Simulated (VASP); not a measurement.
# Ir (C2/m) in VASP: single point with LDA

Aim: the single point of Ir with LDA.

Everything below comes from runs of VASP 6.6.1. Logs are shortened: lines on timing, memory, paths and dates and some standing lists are left out, and cuts for length are marked.

**1. The cell of the first run**

Symmetry: C2/m, No. 12, monoclinic system. Conventional cell: a = 4.327 Å, b = 2.695 Å, c = 2.703 Å, α = 90.00°, β = 119.21°, γ = 90.00°. Ir (site symmetry 2/m) has 12 Ir at 2.55 to 2.84 Å within 3.4 Å.

**2. Single point, LDA (engineering shear strain xz -0.1100, engineering shear strain yz -0.1100)**

Contents of INCAR:

```
PREC = Accurate
ENCUT = 560
EDIFF = 1E-6
ISMEAR = 0
SIGMA = 0.15
LREAL = False
LASPH = True
NELM = 120
ALGO = Normal
ISIF = 2
LWAVE = False
LCHARG = False
GGA = CA
NBANDS = 14
GGA_COMPAT = False
```

Contents of KPOINTS:

```
Automatic mesh
0
Gamma
  20 20 20
```

Contents of POSCAR:

```
Ir
1.0
   -0.1047972669      1.8006075858      1.8006075858
    1.8006075858     -0.1047972669      1.8006075858
    1.9054048527      1.9054048527     -0.2095945338
Ir
1
Direct
    0.0000000000      0.0000000000      0.0000000000
```

Potentials or basis: VASP PAW LDA potentials, release 64 (Ir_sv_GW).

Command:

```console
$ cat potpaw_LDA.64/Ir_sv_GW/POTCAR > POTCAR
$ mpirun -np 1 vasp_std > vasp.out
```

OUTCAR:

```text
PREC = Accurate
   ENCUT = 560
   EDIFF = 1E-6
   ISMEAR = 0
   LREAL = False
   LASPH = True
   NELM = 120
   ISIF = 2
   GGA = CA

 ion  position               nearest neighbor table
   1  0.000  0.000  0.000-

  LATTYP: Found a base centered monoclinic cell.
 ALAT       =     4.3266957355
 B/A-ratio  =     0.6227961357
 C/A-ratio  =     0.6246772531
 COS(beta)  =    -0.4880747029

  Lattice vectors:

 A1 = (   0.1047972669,  -1.8006075858,  -1.8006075858)
 A2 = (  -1.8006075858,   0.1047972669,  -1.8006075858)
 A3 = (   1.9054048527,   1.9054048527,  -0.2095945338)

Analysis of symmetry for initial positions (statically):
=====================================================================
 Subroutine PRICEL returns:
 Original cell was already a primitive cell.

 Routine SETGRP: Setting up the symmetry group for a
 base centered monoclinic supercell.

 Subroutine GETGRP returns: Found  4 space group operations
 (whereof  4 operations were pure point group operations)
 out of a pool of  4 trial point group operations.

The static configuration has the point symmetry C_2h.

Analysis of symmetry for dynamics (positions and initial velocities):
=====================================================================
 Subroutine PRICEL returns:
 Original cell was already a primitive cell.

 Routine SETGRP: Setting up the symmetry group for a
 base centered monoclinic supercell.

 Subroutine GETGRP returns: Found  4 space group operations
 (whereof  4 operations were pure point group operations)
 out of a pool of  4 trial point group operations.

The dynamic configuration has the point symmetry C_2h.

 Subroutine INISYM returns: Found  4 space group operations
 (whereof  4 operations are pure point group operations),
 and found     1 'primitive' translations

----------------------------------------------------------------------------------------

                                     Primitive cell

  volume of cell :      13.7517

  direct lattice vectors                    reciprocal lattice vectors
    -0.104797267  1.800607586  1.800607586    -0.247890946  0.276931901  0.264008676
     1.800607586 -0.104797267  1.800607586     0.276931901 -0.247890946  0.264008676
     1.905404853  1.905404853 -0.209594534     0.249488199  0.249488199 -0.234967722

  length of vectors
     2.548599188  2.548599188  2.702788407     0.455896677  0.455896677  0.423908661

  position of ions in fractional coordinates (direct lattice)
     0.000000000  0.000000000  0.000000000

  ion indices of the primitive-cell ions
   primitive index   ion index
                 1           1

----------------------------------------------------------------------------------------

 KPOINTS: Automatic mesh

Automatic generation of k-mesh.
 Grid dimensions read from file:
 generate k-points for:   20   20   20

 Generating k-lattice:

  Cartesian coordinates                     Fractional coordinates (reciprocal lattice)
    -0.012394547  0.013846595  0.013200434     0.050000000  0.000000000  0.000000000
     0.013846595 -0.012394547  0.013200434     0.000000000  0.050000000  0.000000000
     0.012474410  0.012474410 -0.011748386    -0.000000000 -0.000000000  0.050000000

  Length of vectors
     0.022794834  0.022794834  0.021195433

  Shift w.r.t. Gamma in fractional coordinates (k-lattice)
     0.000000000  0.000000000  0.000000000

 Subroutine IBZKPT returns following result:
 ===========================================

 Found   2112 irreducible k-points:

 Following reciprocal coordinates:
            Coordinates               Weight
  0.000000  0.000000  0.000000      1.000000
  0.050000 -0.000000  0.000000      4.000000
  0.100000 -0.000000 -0.000000      4.000000
  0.150000  0.000000 -0.000000      4.000000
  0.200000 -0.000000 -0.000000      4.000000
  0.250000  0.000000  0.000000      4.000000
[... 16 lines left out ...]
 -0.400000  0.050000  0.000000      4.000000
 -0.350000  0.050000 -0.000000      4.000000
 [... further k-points ...]
   k-points           NKPTS =   2112   k-points in BZ     NKDIM =   2112   number of bands    NBANDS=     14
   number of dos      NEDOS =    301   number of ions     NIONS =      1
   total plane-waves  NPLWV =   9600
   dimension x,y,z NGX =    20 NGY =   20 NGZ =   24
   dimension x,y,z NGXF=    40 NGYF=   40 NGZF=   48
   ions per type =               1
   NGX,Y,Z   is equivalent  to a cutoff of  13.05, 13.05, 14.76 a.u.
   NGXF,Y,Z  is equivalent  to a cutoff of  26.09, 26.09, 29.52 a.u.
 SYSTEM =  unknown system
   PREC   = accura    normal or accurate (medium, high low for compatibility)
   ISTART =      0    job   : 0-new  1-cont  2-samecut
   ICHARG =      2    charge: 1-file 2-atom 10-const
   ISPIN  =      1    spin polarized calculation?
   LNONCOLLINEAR =      F non collinear calculations
   LSORBIT =      F    spin-orbit coupling
   LASPH  =      T    aspherical Exc in radial PAW
   ENCUT  =  560.0 eV  41.16 Ry    6.42 a.u.   4.92  4.92  5.22*2*pi/ulx,y,z
   NELM   =    120;   NELMIN=  2; NELMDL= -5     # of ELM steps
   EDIFF  = 0.1E-05   stopping-criterion for ELM
   LREAL  =      F    real-space projection
   EDIFFG = 0.1E-04   stopping-criterion for IOM
   NSW    =      0    number of steps for IOM
   IBRION =     -1    ionic relax: 0-MD 1-quasi-New 2-CG
   NFREE  =      0    steps in history (QN), initial steepest desc. (CG)
   ISIF   =      2    stress and relaxation
   ISYM   =      2    0-nonsym 1-usesym 2-fastsym
   POTIM  = 0.5000    time-step for ionic-motion
   TEBEG  =    0.0;   TEEND  =   0.0 temperature during run
   PSTRESS=    0.0 pullay stress
   NELECT =      17.0000    total number of electrons
   NUPDOWN=      -1.0000    fix difference up-down
   EMIN   =  10.00;   EMAX   =-10.00  energy-range for DOS
   EFERMI =   0.00;   METHOD = LEGACY
   ISMEAR =     0;   SIGMA  =   0.15  broadening in eV -4-tet -1-fermi 0-gaus
   EFERMI_NEDOS =   21; number of points for ismear=-14 and -15
   IALGO  =     38    algorithm
   IMIX   =      4    mixing-type and parameters
     AMIX     =   0.40;   BMIX     =  1.00
     AMIX_MAG =   1.60;   BMIX_MAG =  1.00
  volume/ion in A,a.u.               =      13.75        92.80
  Fermi-wavevector in a.u.,A,eV,Ry     =   1.757002  3.320253 42.001967  3.087058
  Thomas-Fermi vector in A             =   2.826442
   LORBIT       =      0    0 simple, 1 ext, 2 COOP (PROOUT), +10 PAW based schemes
   GGA     = CA    functional components
   LHFCALC =     F    Hartree Fock is set to
   AEXX    =    0.0000 exact exchange contribution
   IVDW    =     0    specifies the selected vdW correction
   LEPSILON=     F    determine dielectric tensor
   LRPA    =     F    only Hartree local field effects (RPA)
 non-spin polarized calculation
 Gauss-broadening in eV      SIGMA  =   0.15
  energy-cutoff  :      560.00
  volume of cell :       13.75
 maximum number of plane-waves:       427
   NGX =  9   NGY =  9   NGZ = 11

 number of electron      17.0000000 magnetization

 Free energy of the ion-electron system (eV)
  ---------------------------------------------------
  ext. energy  EPLUGINS =         0.00000000
  ---------------------------------------------------
  free energy    TOTEN  =       -10.60382824 eV

  energy without entropy =      -10.59195516  energy(sigma->0) =      -10.59789170

 E-fermi :  13.1276     XC(G=0): -14.9445

 val. band max:       13.1275168774   @ k =  -0.1000   0.2000   0.0500
 cond. band min:      13.1290346347   @ k =   0.3000   0.2000   0.3500
 fundamental gap:      0.0015177573
 Fermi energy:        13.1275856690

 k-point     1 :       0.0000    0.0000    0.0000
  band No.  band energies     occupation
      1     -79.3941      2.00000
      2     -36.0842      2.00000
      3     -36.0004      2.00000
      4     -35.9276      2.00000
      5       1.8376      2.00000
      6       7.9104      2.00000
      7       8.5837      2.00000
      8      10.4005      2.00000
      9      12.3235      2.00000
     10      12.3531      2.00000
     11      26.5705      0.00000
     12      30.4103      0.00000
     13      32.5664      0.00000
     14      35.2434      0.00000

 k-point     2 :       0.0500   -0.0000    0.0000
  band No.  band energies     occupation
      1     -79.3920      2.00000
      2     -36.0863      2.00000
      3     -36.0186      2.00000
      4     -35.9385      2.00000
      5       1.9558      2.00000
      6       7.9540      2.00000
      7       8.5737      2.00000
      8      10.4208      2.00000
      9      12.2707      2.00000
     10      12.3064      2.00000
     11      26.7815      0.00000
     12      30.5306      0.00000
     13      32.2862      0.00000
     14      35.2058      0.00000

 k-point     3 :       0.1000   -0.0000   -0.0000
  band No.  band energies     occupation
      1     -79.3856      2.00000
      2     -36.1064      2.00000
      3     -36.0673      2.00000
      4     -35.9594      2.00000
      5       2.2989      2.00000
      6       8.0747      2.00000
      7       8.5277      2.00000
      8      10.5107      2.00000
      9      12.1142      2.00000
     10      12.2054      2.00000
     11      27.3676      0.00000
     12      30.4347      0.00000
     13      32.0580      0.00000
     14      35.4618      0.00000

 k-point     4 :       0.1500    0.0000   -0.0000
  band No.  band energies     occupation
      1     -79.3757      2.00000
      2     -36.2076      2.00000
      3     -36.0832      2.00000
      4     -35.9811      2.00000
      5       2.8296      2.00000
      6       8.2404      2.00000
      7       8.4357      2.00000
      8      10.7049      2.00000
      9      11.9285      2.00000
     10      12.0977      2.00000
     11      28.1319      0.00000
     12      29.5673      0.00000
     13      32.8203      0.00000
     14      36.1088      0.00000

 k-point     5 :       0.2000   -0.0000   -0.0000
  band No.  band energies     occupation
      1     -79.3632      2.00000
      2     -36.3515      2.00000
      3     -36.0888      2.00000
      4     -36.0044      2.00000
      5       3.4728      2.00000
      6       8.3161      2.00000
      7       8.4402      2.00000
      8      10.9270      2.00000
      9      11.8148      2.00000
     10      12.1053      2.00000
     11      27.9451      0.00000
[... 276 lines left out ...]
 k-point    22 :      -0.4500    0.0500    0.0000
  band No.  band energies     occupation
      1     -79.3040      2.00000
      2     -36.9936      2.00000
      3     -36.1282      2.00000
      4     -36.1074      2.00000
      5       4.9010      2.00000
      6       7.9145      2.00000
      7      10.4100      2.00000
      8      11.7704      2.00000
      9      13.4102      0.00771
     10      14.9309      0.00000
     11      21.3446      0.00000
     12      26.9279      0.00000
     13      31.0369      0.00000
     14      34.2328      0.00000

 k-point    23 :      -0.4000    0.0500    0.0000
  band No.  band energies     occupation
      1     -79.3092      2.00000
      2     -36.9353      2.00000
      3     -36.1258      2.00000
      4     -36.1017      2.00000
      5       4.9123      2.00000
      6       8.0100      2.00000
      7      10.4461      2.00000
      8      11.0694      2.00000
      9      13.1442      0.87556
     10      14.5549      0.00000
     11      22.2801      0.00000
     12      27.3461      0.00000
     13      31.5701      0.00000
     14      35.0489      0.00000

 k-point    24 :      -0.3500    0.0500   -0.0000
  band No.  band energies     occupation
      1     -79.3184      2.00000
      2     -36.8364      2.00000
      3     -36.1183      2.00000
      4     -36.0929      2.00000
      5       4.8914      2.00000
      6       8.1403      2.00000
      7      10.0692      2.00000
      8      10.6032      2.00000
      9      12.6481      1.99999
     10      14.0527      0.00000
     11      23.6400      0.00000
     12      28.0695      0.00000
     13      32.5468      0.00000
     14      36.3255      0.00000

 [... further k-points ...]
[... 5 lines left out ...]
  --------------------------------------------------------------------------------------
  -------------------------------------------------------------------------------------
  Total        0.8047989      0.8047989      1.6792973      0.0968925      2.6371633      2.6371633
  in kB       93.7651904     93.7651904    195.6508947     11.2887076    307.2495594    307.2495613
  external PRESSURE =     127.7270919 kB  Pullay stress =       0.0000000 kB

 VOLUME and BASIS-vectors are now :
 -----------------------------------------------------------------------------
  energy-cutoff  :      560.00
  volume of cell :       13.75
      direct lattice vectors                 reciprocal lattice vectors
    -0.104797267  1.800607586  1.800607586    -0.247890946  0.276931901  0.264008676
     1.800607586 -0.104797267  1.800607586     0.276931901 -0.247890946  0.264008676
     1.905404853  1.905404853 -0.209594534     0.249488199  0.249488199 -0.234967722

 POSITION                                       TOTAL-FORCE (eV/Angst)
 -----------------------------------------------------------------------------------
      0.00000      0.00000      0.00000        -0.000000      0.000000     -0.000000
 -----------------------------------------------------------------------------------
    total drift:                                0.000000     -0.000000     -0.000000

  FREE ENERGIE OF THE ION-ELECTRON SYSTEM (eV)
  ---------------------------------------------------
  free  energy   TOTEN  =       -10.6038282429 eV

  energy  without entropy=      -10.5919551644  energy(sigma->0) =      -10.59789170
```

Run time: 4.3 min. Hardware: 1 thread of Intel Xeon Platinum 8259CL at 2.50GHz (Skylake/Cascade Lake), shared host; peak memory 0.54 GiB.

Results:

* Free energy: -10.6038 eV
* Pressure: 12.8 GPa
* Band gap on the k mesh: zero (an odd number of electrons rules out a gap without spin polarisation)

Levels at points of the mesh, in eV from the Fermi level:
| k point | band 6 | band 7 | band 8 | band 9 | band 10 | band 11 |
| --- | --- | --- | --- | --- | --- | --- |
| (0.00, 0.00, 0.00) | -5.22 | -4.54 | -2.73 | -0.80 | -0.77 | 13.44 |
| (0.50, 0.00, 0.00) | -5.26 | -2.66 | -0.63 | -0.01 | 1.61 | 8.07 |
| (0.50, 0.50, 0.00) | -7.55 | 0.41 | 1.21 | 2.04 | 2.39 | 11.52 |
| (0.00, 0.00, 0.50) | -4.77 | -3.00 | -1.67 | 0.40 | 1.13 | 6.12 |
| (0.50, 0.00, 0.50) | -7.64 | 0.74 | 1.56 | 1.92 | 2.03 | 9.84 |
| (0.50, 0.50, 0.50) | -5.08 | -3.74 | 0.64 | 0.93 | 2.06 | 9.65 |

Caveat: the cell differs from its parent crystal (engineering shear strain xz -0.1100, engineering shear strain yz -0.1100); the stress differs along the axes, from 9 to 20 GPa; spin-orbit coupling is left out, which moves the levels of the heavy elements.
